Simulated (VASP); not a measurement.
Input of a VASP 6.6.1 run:

Contents of INCAR:

```
SYSTEM = KBr
PREC = Accurate
ENCUT = 520
EDIFF = 1E-7
ISMEAR = 0
SIGMA = 0.02
LREAL = .FALSE.
LASPH = .TRUE.
NELM = 100
ALGO = Normal
ISIF = 2
LWAVE = .FALSE.
LCHARG = .FALSE.
GGA = PS
NBANDS = 15
```

The input KPOINTS:

```
regular mesh
0
G
  6 6 6
  0 0 0
```

Contents of POSCAR:

```
KBr
1.0
    0.0000000000      3.2748779215      3.2748779215
    3.2748779215      0.0000000000      3.2748779215
    3.2748779215      3.2748779215      0.0000000000
K Br
1 1
Direct
    0.0000000000      0.0000000000      0.0000000000
    0.5000000000      0.5000000000      0.5000000000
```

Potentials or basis: VASP PAW PBE potentials, release 64 (K_sv, Br).

Launch:

```sh
$ cat potpaw_PBE.64/K_sv/POTCAR potpaw_PBE.64/Br/POTCAR > POTCAR
$ mpirun -np 1 vasp_std > vasp.out
```

What does it give for the pressure?

0.1 GPa.

What does it give for the band gap on the k mesh?

4.34 eV, direct.

Caveat: the PAW data sets were made with another functional, which shifts forces and pressure a little. Expect the measured gap to be larger: semilocal functionals such as PBEsol lack the derivative discontinuity.
